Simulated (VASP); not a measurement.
# V (Pm-3m) in VASP: notebook

The runs below take V through single point, relaxation of cell and atoms, with PBE.

All numbers are computed with VASP 6.6.1; they aren't measurements. Logs are shortened: lines on timing, memory, paths and dates and some standing lists are left out, and cuts for length are marked.

### Step 1. The cell of the first run

The structure is cubic, space group Pm-3m (No. 221). Conventional cell: a = 2.127 Å, b = 2.127 Å, c = 2.127 Å, α = 90.00°, β = 90.00°, γ = 90.00°. Within 2.8 Å of V (site symmetry m-3m) lie 6 V at 2.13 Å.

### Step 2. Single point, PBE

File INCAR:

```
SYSTEM = V
PREC = Accurate ; ENCUT = 520
EDIFF = 1E-7 ; ISMEAR = -1
SIGMA = 0.1 ; LREAL = .FALSE.
LASPH = .TRUE. ; NELM = 60
ALGO = Normal ; ISIF = 2
LWAVE = .FALSE. ; LCHARG = .FALSE.
GGA = PE ; NBANDS = 12
```

File KPOINTS:

```
Automatic mesh
0
G
  18 18 18
  0 0 0
```

File POSCAR:

```
V
1.0
    2.1266482770      0.0000000000      0.0000000000
    0.0000000000      2.1266482770      0.0000000000
    0.0000000000      0.0000000000      2.1266482770
V
1
Direct
    0.0000000000      0.0000000000      0.0000000000
```

Potentials or basis: VASP PAW PBE potentials, release 64 (V_sv).

On the command line:

```
$ cat potpaw_PBE.64/V_sv/POTCAR > POTCAR
$ mpirun -np 1 vasp_std > vasp.out
```

OUTCAR:

```text
SYSTEM = V
   PREC = Accurate
   ENCUT = 520
   EDIFF = 1E-7
   ISMEAR = -1
   LREAL = .FALSE.
   LASPH = .TRUE.
   NELM = 60
   ISIF = 2
   GGA = PE

 ion  position               nearest neighbor table
   1  0.000  0.000  0.000-

  LATTYP: Found a simple cubic cell.
 ALAT       =     2.1266482770

  Lattice vectors:

 A1 = (   2.1266482770,   0.0000000000,   0.0000000000)
 A2 = (   0.0000000000,   2.1266482770,   0.0000000000)
 A3 = (   0.0000000000,   0.0000000000,   2.1266482770)

Analysis of symmetry for initial positions (statically):
=====================================================================
 Subroutine PRICEL returns:
 Original cell was already a primitive cell.

 Routine SETGRP: Setting up the symmetry group for a
 simple cubic supercell.

 Subroutine GETGRP returns: Found 48 space group operations
 (whereof 48 operations were pure point group operations)
 out of a pool of 48 trial point group operations.

The static configuration has the point symmetry O_h .

Analysis of symmetry for dynamics (positions and initial velocities):
=====================================================================
 Subroutine PRICEL returns:
 Original cell was already a primitive cell.

 Routine SETGRP: Setting up the symmetry group for a
 simple cubic supercell.

 Subroutine GETGRP returns: Found 48 space group operations
 (whereof 48 operations were pure point group operations)
 out of a pool of 48 trial point group operations.

The dynamic configuration has the point symmetry O_h .

 Subroutine INISYM returns: Found 48 space group operations
 (whereof 48 operations are pure point group operations),
 and found     1 'primitive' translations

----------------------------------------------------------------------------------------

                                     Primitive cell

  volume of cell :       9.6180

  direct lattice vectors                    reciprocal lattice vectors
     2.126648277  0.000000000  0.000000000     0.470223502  0.000000000  0.000000000
     0.000000000  2.126648277  0.000000000     0.000000000  0.470223502  0.000000000
     0.000000000  0.000000000  2.126648277     0.000000000  0.000000000  0.470223502

  length of vectors
     2.126648277  2.126648277  2.126648277     0.470223502  0.470223502  0.470223502

  position of ions in fractional coordinates (direct lattice)
     0.000000000  0.000000000  0.000000000

  ion indices of the primitive-cell ions
   primitive index   ion index
                 1           1

----------------------------------------------------------------------------------------

 KPOINTS: Automatic mesh

Automatic generation of k-mesh.
 Grid dimensions read from file:
 generate k-points for:   18   18   18

 Generating k-lattice:

  Cartesian coordinates                     Fractional coordinates (reciprocal lattice)
     0.026123528  0.000000000  0.000000000     0.055555556  0.000000000  0.000000000
     0.000000000  0.026123528  0.000000000     0.000000000  0.055555556  0.000000000
     0.000000000  0.000000000  0.026123528     0.000000000  0.000000000  0.055555556

  Length of vectors
     0.026123528  0.026123528  0.026123528

  Shift w.r.t. Gamma in fractional coordinates (k-lattice)
     0.000000000  0.000000000  0.000000000

 Subroutine IBZKPT returns following result:
 ===========================================

 Found    220 irreducible k-points:

 Following reciprocal coordinates:
            Coordinates               Weight
  0.000000  0.000000  0.000000      1.000000
  0.055556  0.000000  0.000000      6.000000
  0.111111  0.000000  0.000000      6.000000
  0.166667  0.000000  0.000000      6.000000
  0.222222  0.000000  0.000000      6.000000
  0.277778  0.000000  0.000000      6.000000
[... 16 lines left out ...]
  0.277778  0.111111  0.000000     24.000000
  0.333333  0.111111  0.000000     24.000000
 [... further k-points ...]
   k-points           NKPTS =    220   k-points in BZ     NKDIM =    220   number of bands    NBANDS=     12
   number of dos      NEDOS =    301   number of ions     NIONS =      1
   total plane-waves  NPLWV =   4096
   dimension x,y,z NGX =    16 NGY =   16 NGZ =   16
   dimension x,y,z NGXF=    32 NGYF=   32 NGZF=   32
   ions per type =               1
   NGX,Y,Z   is equivalent  to a cutoff of  12.51, 12.51, 12.51 a.u.
   NGXF,Y,Z  is equivalent  to a cutoff of  25.02, 25.02, 25.02 a.u.
 SYSTEM =  V
   PREC   = accura    normal or accurate (medium, high low for compatibility)
   ISTART =      0    job   : 0-new  1-cont  2-samecut
   ICHARG =      2    charge: 1-file 2-atom 10-const
   ISPIN  =      1    spin polarized calculation?
   LNONCOLLINEAR =      F non collinear calculations
   LSORBIT =      F    spin-orbit coupling
   LASPH  =      T    aspherical Exc in radial PAW
   ENCUT  =  520.0 eV  38.22 Ry    6.18 a.u.   3.95  3.95  3.95*2*pi/ulx,y,z
   NELM   =     60;   NELMIN=  2; NELMDL= -5     # of ELM steps
   EDIFF  = 0.1E-06   stopping-criterion for ELM
   LREAL  =      F    real-space projection
   EDIFFG = 0.1E-05   stopping-criterion for IOM
   NSW    =      0    number of steps for IOM
   IBRION =     -1    ionic relax: 0-MD 1-quasi-New 2-CG
   NFREE  =      0    steps in history (QN), initial steepest desc. (CG)
   ISIF   =      2    stress and relaxation
   ISYM   =      2    0-nonsym 1-usesym 2-fastsym
   POTIM  = 0.5000    time-step for ionic-motion
   TEBEG  =    0.0;   TEEND  =   0.0 temperature during run
   PSTRESS=    0.0 pullay stress
   NELECT =      13.0000    total number of electrons
   NUPDOWN=      -1.0000    fix difference up-down
   EMIN   =  10.00;   EMAX   =-10.00  energy-range for DOS
   EFERMI =   0.00;   METHOD = LEGACY
   ISMEAR =    -1;   SIGMA  =   0.10  broadening in eV -4-tet -1-fermi 0-gaus
   EFERMI_NEDOS =   21; number of points for ismear=-14 and -15
   IALGO  =     38    algorithm
   IMIX   =      4    mixing-type and parameters
     AMIX     =   0.40;   BMIX     =  1.00
     AMIX_MAG =   1.60;   BMIX_MAG =  1.00
  volume/ion in A,a.u.               =       9.62        64.91
  Fermi-wavevector in a.u.,A,eV,Ry     =   1.810063  3.420522 44.577134  3.276327
  Thomas-Fermi vector in A             =   2.868803
   LORBIT       =      0    0 simple, 1 ext, 2 COOP (PROOUT), +10 PAW based schemes
   GGA     = PE    functional components
   LHFCALC =     F    Hartree Fock is set to
   AEXX    =    0.0000 exact exchange contribution
   IVDW    =     0    specifies the selected vdW correction
   LEPSILON=     F    determine dielectric tensor
   LRPA    =     F    only Hartree local field effects (RPA)
 non-spin polarized calculation
  energy-cutoff  :      520.00
  volume of cell :        9.62
 maximum number of plane-waves:       280
 NGX is ok and might be reduce to    16
   NGX =  7   NGY =  7   NGZ =  7

 number of electron      13.0000002 magnetization

 Free energy of the ion-electron system (eV)
  ---------------------------------------------------
  ext. energy  EPLUGINS =         0.00000000
  ---------------------------------------------------
  free energy    TOTEN  =        -6.66457050 eV

  energy without entropy =       -6.63735719  energy(sigma->0) =       -6.65096385

 E-fermi :  14.8927     XC(G=0): -14.7192

 val. band max:       14.8627914939   @ k =   0.4444   0.3889   0.1667
 cond. band min:      14.8936404347   @ k =   0.3333   0.0000   0.0000
 fundamental gap:      0.0308489407
 Fermi energy:        14.8927454522

 k-point     1 :       0.0000    0.0000    0.0000
  band No.  band energies     occupation
      1     -49.4100      2.00000
      2     -21.2417      2.00000
      3     -21.2417      2.00000
      4     -21.2417      2.00000
      5       7.8444      2.00000
      6      10.9488      2.00000
      7      10.9488      2.00000
      8      20.4559      0.00000
      9      20.4559      0.00000
     10      20.4559      0.00000
     11      39.0131      0.00000
     12      39.0131      0.00000

 k-point     2 :       0.0556    0.0000    0.0000
  band No.  band energies     occupation
      1     -49.3904      2.00000
      2     -21.3520      2.00000
      3     -21.2323      2.00000
      4     -21.2323      2.00000
      5       7.9797      2.00000
      6      10.9844      2.00000
      7      11.0955      2.00000
      8      20.3203      0.00000
      9      20.3203      0.00000
     10      20.4660      0.00000
     11      38.1029      0.00000
     12      39.2274      0.00000

 k-point     3 :       0.1111    0.0000    0.0000
  band No.  band energies     occupation
      1     -49.3334      2.00000
      2     -21.6645      2.00000
      3     -21.2052      2.00000
      4     -21.2052      2.00000
      5       8.3581      2.00000
      6      11.0879      2.00000
      7      11.5326      2.00000
      8      19.9428      0.00000
      9      19.9428      0.00000
     10      20.4950      0.00000
     11      36.1803      0.00000
     12      39.8422      0.00000
[... 286 lines left out ...]
 k-point    23 :       0.2778    0.1111    0.0000
  band No.  band energies     occupation
      1     -48.9405      2.00000
      2     -23.1924      2.00000
      3     -21.4545      2.00000
      4     -21.0220      2.00000
      5      10.6645      2.00000
      6      12.1315      2.00000
      7      14.0974      1.99930
      8      17.9355      0.00000
      9      18.2248      0.00000
     10      20.2034      0.00000
     11      30.8156      0.00000
     12      38.4112      0.00000

 k-point    24 :       0.3333    0.1111    0.0000
  band No.  band energies     occupation
      1     -48.8257      2.00000
      2     -23.7033      2.00000
      3     -21.3957      2.00000
      4     -20.9701      2.00000
      5      11.3523      2.00000
      6      12.3679      2.00000
      7      14.4914      1.96450
      8      17.6885      0.00000
      9      17.9291      0.00000
     10      20.2701      0.00000
     11      29.3852      0.00000
     12      38.2691      0.00000

 [... further k-points ...]
[... 5 lines left out ...]
  --------------------------------------------------------------------------------------
  -------------------------------------------------------------------------------------
  Total        8.0527194      8.0527194      8.0527194     -0.0000000     -0.0000000      0.0000000
  in kB     1341.4242224   1341.4242224   1341.4242224     -0.0000000     -0.0000000      0.0000000
  external PRESSURE =    1341.4242224 kB  Pullay stress =       0.0000000 kB

 VOLUME and BASIS-vectors are now :
 -----------------------------------------------------------------------------
  energy-cutoff  :      520.00
  volume of cell :        9.62
      direct lattice vectors                 reciprocal lattice vectors
     2.126648277  0.000000000  0.000000000     0.470223502  0.000000000  0.000000000
     0.000000000  2.126648277  0.000000000     0.000000000  0.470223502  0.000000000
     0.000000000  0.000000000  2.126648277     0.000000000  0.000000000  0.470223502

 POSITION                                       TOTAL-FORCE (eV/Angst)
 -----------------------------------------------------------------------------------
      0.00000      0.00000      0.00000         0.000000      0.000000      0.000000
 -----------------------------------------------------------------------------------
    total drift:                                0.000000     -0.000000      0.000000

  FREE ENERGIE OF THE ION-ELECTRON SYSTEM (eV)
  ---------------------------------------------------
  free  energy   TOTEN  =        -6.6645705032 eV

  energy  without entropy=       -6.6373571938  energy(sigma->0) =       -6.65096385
```

Run time: 6.1 s. Hardware: 1 thread of Intel Xeon 6975P-C, shared host; peak memory 0.13 GiB.

Results:

| Quantity | Value |
| --- | --- |
| Free energy | -6.6646 eV |
| Pressure | 134.1 GPa |

Levels at points of the mesh, in eV from the Fermi level:
```csv
k point,band 4,band 5,band 6,band 7,band 8,band 9,band 10,band 11
"(0.00, 0.00, 0.00)",-36.13,-7.05,-3.94,-3.94,5.56,5.56,5.56,24.12
"(0.50, 0.00, 0.00)",-35.82,-2.63,-2.26,0.74,1.93,1.93,5.90,12.82
"(0.50, 0.50, 0.00)",-35.53,-6.67,-0.91,2.76,2.76,7.78,9.77,9.77
"(0.50, 0.50, 0.50)",-38.30,-4.00,-4.00,-4.00,7.99,7.99,10.60,21.37
```

### Step 3. Single point, PBE

File INCAR:

```
SYSTEM = V
PREC = Accurate
ENCUT = 520
EDIFF = 1E-6
ISMEAR = -1
SIGMA = 0.1
LREAL = .FALSE.
LASPH = .TRUE.
NELM = 80
ALGO = Normal
ISIF = 2
LWAVE = .FALSE.
LCHARG = .FALSE.
GGA = PE
NBANDS = 12
```

KPOINTS is that of step 2.

File POSCAR:

```
V
1.0
    2.1264406237      0.0000000000      0.0000000000
    0.0000000000      2.1264406237      0.0000000000
    0.0000000000      0.0000000000      2.1264406237
V
1
Direct
    0.0000000000      0.0000000000      0.0000000000
```

Potentials or basis: VASP PAW PBE potentials, release 64 (V_sv).

On the command line:

```
$ cat potpaw_PBE.64/V_sv/POTCAR > POTCAR
$ mpirun -np 1 vasp_std > vasp.out
```

It took 5 s on 1 thread of Intel Xeon 6975P-C, shared host; peak memory 0.13 GiB.

It converged, with:

```yaml
Free_energy: -6.6622 eV
Pressure: 134.3 GPa
```

Levels at points of the mesh, in eV from the Fermi level:
```
           k point  band 3  band 4  band 5  band 6  band 7  band 8  band 9  band 10  band 11  band 12
(0.00, 0.00, 0.00)  -36.13  -36.13   -7.05   -3.95   -3.95    5.56    5.56     5.56    24.12    24.12
(0.50, 0.00, 0.00)  -35.82  -35.82   -2.63   -2.26    0.74    1.93    1.93     5.91    12.83    22.32
(0.50, 0.50, 0.00)  -38.82  -35.52   -6.67   -0.91    2.76    2.76    7.78     9.78     9.78    17.12
(0.50, 0.50, 0.50)  -38.30  -38.30   -4.00   -4.00   -4.00    7.99    7.99    10.60    21.38    21.38
```

### Step 4. Relaxation of cell and atoms, PBE, target pressure 130 GPa, at which the enthalpy is minimised

File INCAR:

```
SYSTEM = V
PREC = Accurate ; ENCUT = 600
EDIFF = 1E-6 ; ISMEAR = -1
SIGMA = 0.1 ; LREAL = .FALSE.
LASPH = .TRUE. ; NELM = 100
ALGO = Normal ; ISIF = 3
LWAVE = .FALSE. ; LCHARG = .FALSE.
GGA = PE ; IBRION = 2
NSW = 32 ; EDIFFG = -0.005
PSTRESS = 1300.0
```

File KPOINTS:

```
regular mesh
0
G
  18 18 18
  0 0 0
```

File POSCAR:

```
V
1.0
    2.1266482770      0.0000000000      0.0000000000
    0.0000000000      2.1266482770      0.0000000000
    0.0000000000      0.0000000000      2.1266482770
V
1
Direct
    0.0000000000      0.0000000000      0.0000000000
```

On the command line:

```
$ cat potpaw_PBE.64/V_sv/POTCAR > POTCAR
$ mpirun -np 1 vasp_std > vasp.out
```

Wall time 28 s (1 thread of Intel Xeon 6975P-C, shared host); peak memory 0.14 GiB.

The run converged. Its results:

| Property | Result |
| --- | --- |
| Free energy | -6.7228 eV |
| Relaxed volume | 9.69 Å³/atom |
| Relaxed cell | a = 2.132 Å, b = 2.132 Å, c = 2.132 Å, α = 90.00°, β = 90.00°, γ = 90.00° |
| Space group after relaxing (to 0.05 Å) | Pm-3m (No. 221) |
| Energy change on relaxing (the enthalpy is what falls) | -58.0 meV/atom |
| Ionic steps | 3 |
| Pressure after relaxing | 130.0 GPa |

Step by step:
```csv
step,energy change (eV),largest force (eV/Å),pressure (GPa),volume (Å³)
1,0.0000,0.0000,134.06,9.62
2,-0.2662,0.0000,114.92,9.96
3,-0.0580,0.0000,129.96,9.69
```

Final structure:
```cif
data_structure
_symmetry_space_group_name_H-M 'P 1'
_symmetry_Int_Tables_number 1
_cell_length_a 2.1318
_cell_length_b 2.1318
_cell_length_c 2.1318
_cell_angle_alpha 90.000
_cell_angle_beta 90.000
_cell_angle_gamma 90.000
_cell_volume 9.69
loop_
_atom_site_label
_atom_site_type_symbol
_atom_site_fract_x
_atom_site_fract_y
_atom_site_fract_z
_atom_site_occupancy
V1 V 0.00000 0.00000 0.00000 1
```

Levels at points of the mesh, in eV from the Fermi level:
```tsv
k point	band 3	band 4	band 5	band 6	band 7	band 8	band 9	band 10
(0.00, 0.00, 0.00)	-36.15	-36.15	-7.05	-3.90	-3.90	5.52	5.52	5.52
(0.50, 0.00, 0.00)	-35.84	-35.84	-2.60	-2.27	0.71	1.93	1.93	5.86
(0.50, 0.50, 0.00)	-38.79	-35.55	-6.60	-0.90	2.75	2.75	7.72	9.69
(0.50, 0.50, 0.50)	-38.28	-38.28	-3.95	-3.95	-3.95	7.92	7.92	10.60
```

Caveat: the cell is relaxed towards a set pressure, so the enthalpy falls and the energy may rise.

### Step 5. Relaxation of cell and atoms, PBE, target pressure 130 GPa, at which the enthalpy is minimised

This run uses another cell than the first one, of 9.76 Å³/atom, 1.014 times its volume.

File INCAR:

```
SYSTEM = V
  ALGO = Normal
  EDIFF = 1E-6
  EDIFFG = -0.005
  ENCUT = 600
  GGA = PE
  IBRION = 2
  ISIF = 3
  ISMEAR = -1
  LASPH = .TRUE.
  LCHARG = .FALSE.
  LREAL = .FALSE.
  LWAVE = .FALSE.
  NELM = 60
  NSW = 60
  PREC = Accurate
  PSTRESS = 1300.0
  SIGMA = 0.1
```

File KPOINTS:

```
k-points
0
G
  18 18 18
  0 0 0
```

File POSCAR:

```
V
1.0
    2.1367407890      0.0000000000      0.0000000000
    0.0000000000      2.1367407890      0.0000000000
    0.0000000000      0.0000000000      2.1367407890
V
1
Direct
    0.0000000000      0.0000000000      0.0000000000
```

On the command line:

```
$ cat potpaw_PBE.64/V_sv/POTCAR > POTCAR
$ mpirun -np 1 vasp_std > vasp.out
```

It took 33 s on 1 thread of Intel Xeon 6975P-C, shared host; peak memory 0.15 GiB.

The run converged. Its results:

```
Free energy                                            : -6.7224 eV
Relaxed volume                                         : 9.69 Å³/atom
Relaxed cell                                           : a = 2.132 Å, b = 2.132 Å, c = 2.132 Å, α = 90.00°, β = 90.00°, γ = 90.00°
Space group after relaxing (to 0.05 Å)                 : Pm-3m (No. 221)
Energy change on relaxing (the enthalpy is what falls) : +54.2 meV/atom
Ionic steps                                            : 3
Pressure after relaxing                                : 129.9 GPa
```

Step by step:
```
step  energy change (eV)  largest force (eV/Å)  pressure (GPa)  volume (Å³)
   1              0.0000                0.0000          126.03         9.76
   2              0.2865                0.0000          146.62         9.42
   3              0.0542                0.0000          129.94         9.69
```

Final structure:
```xyz
1
Lattice="2.1318 0.0000 0.0000 0.0000 2.1318 0.0000 0.0000 0.0000 2.1318" Properties=species:S:1:pos:R:3 pbc="T T T"
V     0.0000    0.0000    0.0000
```

Levels at points of the mesh, in eV from the Fermi level:
| k point | band 4 | band 5 | band 6 | band 7 | band 8 | band 9 | band 10 |
| --- | --- | --- | --- | --- | --- | --- | --- |
| (0.00, 0.00, 0.00) | -36.15 | -7.05 | -3.90 | -3.90 | 5.52 | 5.52 | 5.52 |
| (0.50, 0.00, 0.00) | -35.84 | -2.60 | -2.27 | 0.71 | 1.93 | 1.93 | 5.86 |
| (0.50, 0.50, 0.00) | -35.55 | -6.60 | -0.90 | 2.75 | 2.75 | 7.72 | 9.69 |
| (0.50, 0.50, 0.50) | -38.28 | -3.95 | -3.95 | -3.95 | 7.92 | 7.92 | 10.60 |

Caveat: the cell is relaxed towards a set pressure, so the enthalpy falls and the energy may rise.

### Step 6. The runs side by side

| task | cell | cutoff (eV) | gap on the mesh (eV) | pressure (GPa) |
| --- | --- | --- | --- | --- |
| single point | a = 2.127 Å, 1 atom | 520 | none | 134.1 |
| single point | a = 2.126 Å, 1 atom | 520 | none | 134.3 |
| relaxation of cell and atoms | relaxed to 130 GPa from a = 2.127 Å, 1 atom | 600 | none | 130.0 |
| relaxation of cell and atoms | relaxed to 130 GPa from a = 2.137 Å, 1 atom | 600 | none | 129.9 |

Alike in all rows: level PBE; potentials or basis VASP PAW PBE potentials, release 64 (V_sv); no spin polarisation; k mesh 18 × 18 × 18; smearing fermi-dirac 0.1 eV.

Caveats: the cell is relaxed towards a set pressure, so the enthalpy falls and the energy may rise (some runs).

Total energies depend on the potentials used, so only differences within one code and one set of settings carry meaning.
